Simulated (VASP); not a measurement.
A run of VASP 6.6.1:

File INCAR:

```
SYSTEM = Sc3B2N
  PREC = Accurate
  ENCUT = 520
  EDIFF = 1E-6
  ISMEAR = 0
  SIGMA = 0.1
  LREAL = .False.
  LASPH = .True.
  NELM = 60
  ALGO = Fast
  ISIF = 2
  LWAVE = .False.
  LCHARG = .False.
  GGA = PE
  NBANDS = 31
```

KPOINTS

```
Automatic mesh
0
Gamma
  6 6 6
  0 0 0
```

POSCAR

```
Sc3B2N
1.0
   -2.5384176800      2.5384176800      3.6603855400
    2.5384176800     -2.5384176800      3.6603855400
    2.5384176800      2.5384176800     -3.6603855400
Sc B N
3 2 1
Direct
    0.5000000000      0.0000000000      0.5000000000
    0.0000000000      0.5000000000      0.5000000000
    0.5000000000      0.5000000000      0.0000000000
    0.8242127600      0.8242127600      0.0000000000
    0.1757872400      0.1757872400      0.0000000000
    0.0000000000      0.0000000000      0.0000000000
```

Potentials or basis: VASP PAW PBE potentials, release 64 (Sc_sv, B, N).

Command:

```bash
$ cat potpaw_PBE.64/Sc_sv/POTCAR potpaw_PBE.64/B/POTCAR potpaw_PBE.64/N/POTCAR > POTCAR
$ mpirun -np 1 vasp_std > vasp.out
```

Hardware: 1 thread of Oxide Virtual Turin-like Processor, on a shared host.

Question: How long does it take, and how much memory?

Answer: It took 3.5 min on 1 thread of Oxide Virtual Turin-like Processor (shared host), peak memory 0.24 GiB. Counts: scf iterations 20, k points 30.
